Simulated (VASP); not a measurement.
# Hg (Pm-3m) in VASP: single point with LDA

Aim: the single point of Hg with LDA.

Program: VASP 6.6.1. These are calculated values, not measurements. Logs are shortened: lines on timing, memory, paths and dates and some standing lists are left out, and cuts for length are marked.

## 1. The cell of the first run

The structure is cubic, space group Pm-3m (No. 221). The conventional cell has a = 2.892 Å, b = 2.892 Å, c = 2.892 Å, α = 90.00°, β = 90.00°, γ = 90.00°. Within 3.8 Å of Hg (site symmetry m-3m) lie 6 Hg at 2.89 Å.

## 2. Single point, LDA

Contents of INCAR:

```
  PREC = Accurate
  ENCUT = 520
  EDIFF = 1E-6
  ISMEAR = -1
  SIGMA = 0.13605693000000002
  LREAL = False
  LASPH = True
  NELM = 100
  ALGO = Normal
  ISIF = 2
  LWAVE = False
  LCHARG = False
  NBANDS = 12
```

Contents of KPOINTS:

```
regular mesh
0
Gamma
  11 11 11
```

Contents of POSCAR:

```
Hg
1.0
    2.8922504153      0.0000000000      0.0000000000
    0.0000000000      2.8922504153      0.0000000000
    0.0000000000      0.0000000000      2.8922504153
Hg
1
Direct
    0.0000000000      0.0000000000      0.0000000000
```

Potentials or basis: VASP PAW LDA potentials, release 64 (Hg).

Started as:

```console
$ cat potpaw_LDA.64/Hg/POTCAR > POTCAR
$ mpirun -np 1 vasp_std > vasp.out
```

OUTCAR:

```text
PREC = Accurate
   ENCUT = 520
   EDIFF = 1E-6
   ISMEAR = -1
   LREAL = False
   LASPH = True
   NELM = 100
   ISIF = 2

 ion  position               nearest neighbor table
   1  0.000  0.000  0.000-

  LATTYP: Found a simple cubic cell.
 ALAT       =     2.8922504153

  Lattice vectors:

 A1 = (   2.8922504153,   0.0000000000,   0.0000000000)
 A2 = (   0.0000000000,   2.8922504153,   0.0000000000)
 A3 = (   0.0000000000,   0.0000000000,   2.8922504153)

Analysis of symmetry for initial positions (statically):
=====================================================================
 Subroutine PRICEL returns:
 Original cell was already a primitive cell.

 Routine SETGRP: Setting up the symmetry group for a
 simple cubic supercell.

 Subroutine GETGRP returns: Found 48 space group operations
 (whereof 48 operations were pure point group operations)
 out of a pool of 48 trial point group operations.

The static configuration has the point symmetry O_h .

Analysis of symmetry for dynamics (positions and initial velocities):
=====================================================================
 Subroutine PRICEL returns:
 Original cell was already a primitive cell.

 Routine SETGRP: Setting up the symmetry group for a
 simple cubic supercell.

 Subroutine GETGRP returns: Found 48 space group operations
 (whereof 48 operations were pure point group operations)
 out of a pool of 48 trial point group operations.

The dynamic configuration has the point symmetry O_h .

 Subroutine INISYM returns: Found 48 space group operations
 (whereof 48 operations are pure point group operations),
 and found     1 'primitive' translations

----------------------------------------------------------------------------------------

                                     Primitive cell

  volume of cell :      24.1940

  direct lattice vectors                    reciprocal lattice vectors
     2.892250415  0.000000000  0.000000000     0.345751528  0.000000000  0.000000000
     0.000000000  2.892250415  0.000000000     0.000000000  0.345751528  0.000000000
     0.000000000  0.000000000  2.892250415     0.000000000  0.000000000  0.345751528

  length of vectors
     2.892250415  2.892250415  2.892250415     0.345751528  0.345751528  0.345751528

  position of ions in fractional coordinates (direct lattice)
     0.000000000  0.000000000  0.000000000

  ion indices of the primitive-cell ions
   primitive index   ion index
                 1           1

----------------------------------------------------------------------------------------

 KPOINTS: regular mesh

Automatic generation of k-mesh.
 Grid dimensions read from file:
 generate k-points for:   11   11   11

 Generating k-lattice:

  Cartesian coordinates                     Fractional coordinates (reciprocal lattice)
     0.031431957  0.000000000  0.000000000     0.090909091  0.000000000  0.000000000
     0.000000000  0.031431957  0.000000000     0.000000000  0.090909091  0.000000000
     0.000000000  0.000000000  0.031431957     0.000000000  0.000000000  0.090909091

  Length of vectors
     0.031431957  0.031431957  0.031431957

  Shift w.r.t. Gamma in fractional coordinates (k-lattice)
     0.000000000  0.000000000  0.000000000

 Subroutine IBZKPT returns following result:
 ===========================================

 Found     56 irreducible k-points:

 Following reciprocal coordinates:
            Coordinates               Weight
  0.000000  0.000000  0.000000      1.000000
  0.090909  0.000000  0.000000      6.000000
  0.181818  0.000000  0.000000      6.000000
  0.272727  0.000000  0.000000      6.000000
  0.363636  0.000000  0.000000      6.000000
  0.454545  0.000000  0.000000      6.000000
[... 16 lines left out ...]
  0.181818  0.090909  0.090909     24.000000
  0.272727  0.090909  0.090909     24.000000
 [... further k-points ...]
   k-points           NKPTS =     56   k-points in BZ     NKDIM =     56   number of bands    NBANDS=     12
   number of dos      NEDOS =    301   number of ions     NIONS =      1
   total plane-waves  NPLWV =  13824
   dimension x,y,z NGX =    24 NGY =   24 NGZ =   24
   dimension x,y,z NGXF=    48 NGYF=   48 NGZF=   48
   ions per type =               1
   NGX,Y,Z   is equivalent  to a cutoff of  13.80, 13.80, 13.80 a.u.
   NGXF,Y,Z  is equivalent  to a cutoff of  27.59, 27.59, 27.59 a.u.
 SYSTEM =  unknown system
   PREC   = accura    normal or accurate (medium, high low for compatibility)
   ISTART =      0    job   : 0-new  1-cont  2-samecut
   ICHARG =      2    charge: 1-file 2-atom 10-const
   ISPIN  =      1    spin polarized calculation?
   LNONCOLLINEAR =      F non collinear calculations
   LSORBIT =      F    spin-orbit coupling
   LASPH  =      T    aspherical Exc in radial PAW
   ENCUT  =  520.0 eV  38.22 Ry    6.18 a.u.   5.38  5.38  5.38*2*pi/ulx,y,z
   NELM   =    100;   NELMIN=  2; NELMDL= -5     # of ELM steps
   EDIFF  = 0.1E-05   stopping-criterion for ELM
   LREAL  =      F    real-space projection
   EDIFFG = 0.1E-04   stopping-criterion for IOM
   NSW    =      0    number of steps for IOM
   IBRION =     -1    ionic relax: 0-MD 1-quasi-New 2-CG
   NFREE  =      0    steps in history (QN), initial steepest desc. (CG)
   ISIF   =      2    stress and relaxation
   ISYM   =      2    0-nonsym 1-usesym 2-fastsym
   POTIM  = 0.5000    time-step for ionic-motion
   TEBEG  =    0.0;   TEEND  =   0.0 temperature during run
   PSTRESS=    0.0 pullay stress
   NELECT =      12.0000    total number of electrons
   NUPDOWN=      -1.0000    fix difference up-down
   EMIN   =  10.00;   EMAX   =-10.00  energy-range for DOS
   EFERMI =   0.00;   METHOD = LEGACY
   ISMEAR =    -1;   SIGMA  =   0.14  broadening in eV -4-tet -1-fermi 0-gaus
   EFERMI_NEDOS =   21; number of points for ismear=-14 and -15
   IALGO  =     38    algorithm
   IMIX   =      4    mixing-type and parameters
     AMIX     =   0.40;   BMIX     =  1.00
     AMIX_MAG =   1.60;   BMIX_MAG =  1.00
  volume/ion in A,a.u.               =      24.19       163.27
  Fermi-wavevector in a.u.,A,eV,Ry     =   1.295884  2.448865 22.848461  1.679315
  Thomas-Fermi vector in A             =   2.427375
   LORBIT       =      0    0 simple, 1 ext, 2 COOP (PROOUT), +10 PAW based schemes
   GGA     = CA    functional components
   LHFCALC =     F    Hartree Fock is set to
   AEXX    =    0.0000 exact exchange contribution
   IVDW    =     0    specifies the selected vdW correction
   LEPSILON=     F    determine dielectric tensor
   LRPA    =     F    only Hartree local field effects (RPA)
 non-spin polarized calculation
  energy-cutoff  :      520.00
  volume of cell :       24.19
 maximum number of plane-waves:       665
 NGX is ok and might be reduce to    24
   NGX = 11   NGY = 11   NGZ = 11

 number of electron      12.0000003 magnetization

 Free energy of the ion-electron system (eV)
  ---------------------------------------------------
  ext. energy  EPLUGINS =         0.00000000
  ---------------------------------------------------
  free energy    TOTEN  =        -0.96458415 eV

  energy without entropy =       -0.94693719  energy(sigma->0) =       -0.95576067

 E-fermi :   2.3986     XC(G=0): -10.9605

 val. band max:        2.2699198364   @ k =   0.4545   0.4545   0.0000
 cond. band min:       2.4318775800   @ k =   0.4545   0.4545   0.0909
 fundamental gap:      0.1619577436
 Fermi energy:         2.3985644954

 k-point     1 :       0.0000    0.0000    0.0000
  band No.  band energies     occupation
      1      -6.7555      2.00000
      2      -6.1073      2.00000
      3      -6.1073      2.00000
      4      -3.4835      2.00000
      5      -3.4835      2.00000
      6      -3.4835      2.00000
      7      13.0210      0.00000
      8      13.0210      0.00000
      9      13.0210      0.00000
     10      16.9481      0.00000
     11      18.8336      0.00000
     12      18.8336      0.00000

 k-point     2 :       0.0909    0.0000    0.0000
  band No.  band energies     occupation
      1      -6.5968      2.00000
      2      -6.0898      2.00000
      3      -5.9821      2.00000
      4      -3.5557      2.00000
      5      -3.5557      2.00000
      6      -3.4776      2.00000
      7      11.4180      0.00000
      8      13.2688      0.00000
      9      13.2688      0.00000
     10      17.5335      0.00000
     11      18.7043      0.00000
     12      20.1059      0.00000

 k-point     3 :       0.1818    0.0000    0.0000
  band No.  band energies     occupation
      1      -6.2972      2.00000
      2      -6.0422      2.00000
      3      -5.4517      2.00000
      4      -3.7435      2.00000
      5      -3.7435      2.00000
      6      -3.4614      2.00000
      7       8.7621      0.00000
      8      13.9714      0.00000
      9      13.9714      0.00000
     10      17.8366      0.00000
     11      18.3504      0.00000
     12      23.1950      0.00000

 k-point     4 :       0.2727    0.0000    0.0000
  band No.  band energies     occupation
      1      -6.0605      2.00000
      2      -5.9791      2.00000
      3      -4.3758      2.00000
      4      -3.9782      2.00000
      5      -3.9782      2.00000
      6      -3.4402      2.00000
      7       6.0843      0.00000
      8      15.0173      0.00000
      9      15.0173      0.00000
     10      17.8781      0.00000
     11      18.0237      0.00000
     12      25.2609      0.00000

 k-point     5 :       0.3636    0.0000    0.0000
  band No.  band energies     occupation
      1      -5.9203      2.00000
      2      -5.8794      2.00000
      3      -4.1839      2.00000
      4      -4.1839      2.00000
      5      -3.4206      2.00000
      6      -2.8592      2.00000
      7       3.5367      0.00047
      8      16.2195      0.00000
      9      16.2195      0.00000
     10      17.4428      0.00000
     11      18.1722      0.00000
     12      23.7230      0.00000

 k-point     6 :       0.4545    0.0000    0.0000
  band No.  band energies     occupation
      1      -5.8849      2.00000
      2      -5.7750      2.00000
      3      -4.3020      2.00000
      4      -4.3020      2.00000
      5      -3.4089      2.00000
      6      -0.9985      2.00000
      7       1.1732      1.99975
      8      17.1858      0.00000
      9      17.1898      0.00000
     10      17.1898      0.00000
     11      18.2575      0.00000
     12      22.5953      0.00000

 k-point     7 :       0.0909    0.0909    0.0000
  band No.  band energies     occupation
      1      -6.4324      2.00000
      2      -6.0049      2.00000
      3      -5.9318      2.00000
      4      -3.6286      2.00000
      5      -3.5573      2.00000
      6      -3.5412      2.00000
      7      11.4766      0.00000
      8      11.8128      0.00000
      9      13.5174      0.00000
     10      18.0857      0.00000
     11      19.7784      0.00000
     12      20.2239      0.00000

 k-point     8 :       0.1818    0.0909    0.0000
  band No.  band energies     occupation
      1      -6.1631      2.00000
      2      -5.9168      2.00000
      3      -5.4217      2.00000
      4      -3.8123      2.00000
      5      -3.7367      2.00000
      6      -3.5309      2.00000
      7       8.9648      0.00000
      8      12.2633      0.00000
      9      14.2231      0.00000
     10      18.1594      0.00000
     11      19.8089      0.00000
     12      22.9820      0.00000
[... 166 lines left out ...]
 k-point    20 :       0.4545    0.3636    0.0000
  band No.  band energies     occupation
      1      -5.6175      2.00000
      2      -5.6026      2.00000
      3      -4.1906      2.00000
      4      -4.0584      2.00000
      5      -3.3465      2.00000
      6       0.8845      1.99997
      7       3.5587      0.00040
      8       7.2478      0.00000
      9      11.4968      0.00000
     10      19.8899      0.00000
     11      21.1987      0.00000
     12      21.4092      0.00000

 k-point    21 :       0.4545    0.4545    0.0000
  band No.  band energies     occupation
      1      -5.7935      2.00000
      2      -5.5593      2.00000
      3      -4.1713      2.00000
      4      -4.1678      2.00000
      5      -2.8770      2.00000
      6       2.2699      1.44043
      7       3.9550      0.00002
      8       5.1427      0.00000
      9      10.4533      0.00000
     10      20.6091      0.00000
     11      20.9464      0.00000
     12      22.3863      0.00000

 k-point    22 :       0.0909    0.0909    0.0909
  band No.  band energies     occupation
      1      -6.2426      2.00000
      2      -5.9144      2.00000
      3      -5.9144      2.00000
      4      -3.6311      2.00000
      5      -3.6166      2.00000
      6      -3.6166      2.00000
      7      11.5348      0.00000
      8      12.0385      0.00000
      9      12.0385      0.00000
     10      19.6744      0.00000
     11      20.0980      0.00000
     12      20.0980      0.00000

 k-point    23 :       0.1818    0.0909    0.0909
  band No.  band energies     occupation
      1      -5.9590      2.00000
      2      -5.8671      2.00000
      3      -5.3896      2.00000
      4      -3.8131      2.00000
      5      -3.7939      2.00000
      6      -3.6018      2.00000
      7       9.1662      0.00000
      8      12.3063      0.00000
      9      12.6742      0.00000
     10      19.6893      0.00000
     11      20.1273      0.00000
     12      22.8350      0.00000

 k-point    24 :       0.2727    0.0909    0.0909
  band No.  band energies     occupation
      1      -5.8036      2.00000
      2      -5.7664      2.00000
      3      -4.4941      2.00000
      4      -4.0590      2.00000
      5      -3.8069      2.00000
      6      -3.5735      2.00000
      7       6.4788      0.00000
      8      13.1713      0.00000
      9      13.6133      0.00000
     10      18.9767      0.00000
     11      20.1441      0.00000
     12      22.7954      0.00000

 [... further k-points ...]
[... 5 lines left out ...]
  --------------------------------------------------------------------------------------
  -------------------------------------------------------------------------------------
  Total        0.1328472      0.1328472      0.1328472     -0.0000000     -0.0000000      0.0000000
  in kB        8.7974197      8.7974197      8.7974197     -0.0000000     -0.0000000      0.0000000
  external PRESSURE =       8.7974197 kB  Pullay stress =       0.0000000 kB

 VOLUME and BASIS-vectors are now :
 -----------------------------------------------------------------------------
  energy-cutoff  :      520.00
  volume of cell :       24.19
      direct lattice vectors                 reciprocal lattice vectors
     2.892250415  0.000000000  0.000000000     0.345751528  0.000000000  0.000000000
     0.000000000  2.892250415  0.000000000     0.000000000  0.345751528  0.000000000
     0.000000000  0.000000000  2.892250415     0.000000000  0.000000000  0.345751528

 POSITION                                       TOTAL-FORCE (eV/Angst)
 -----------------------------------------------------------------------------------
      0.00000      0.00000      0.00000         0.000000      0.000000      0.000000
 -----------------------------------------------------------------------------------
    total drift:                                0.000000      0.000000      0.000000

  FREE ENERGIE OF THE ION-ELECTRON SYSTEM (eV)
  ---------------------------------------------------
  free  energy   TOTEN  =        -0.9645841524 eV

  energy  without entropy=       -0.9469371874  energy(sigma->0) =       -0.95576067
```

It took 5.6 s on 1 thread of Intel Xeon Platinum 8488C (Sapphire Rapids), shared host; peak memory 0.13 GiB.

What came out:

- Free energy: -0.9646 eV
- Pressure: 0.9 GPa
- Band gap on the k mesh: zero (band 6 reaches 5.83 eV, above the bottom of band 7 at 1.17 eV)

Levels at points of the mesh, in eV from the Fermi level:
| k point | band 3 | band 4 | band 5 | band 6 | band 7 | band 8 | band 9 | band 10 |
| --- | --- | --- | --- | --- | --- | --- | --- | --- |
| (0.00, 0.00, 0.00) | -8.51 | -5.88 | -5.88 | -5.88 | 10.62 | 10.62 | 10.62 | 14.55 |

Caveat: spin-orbit coupling is left out, which moves the levels of the heavy elements.
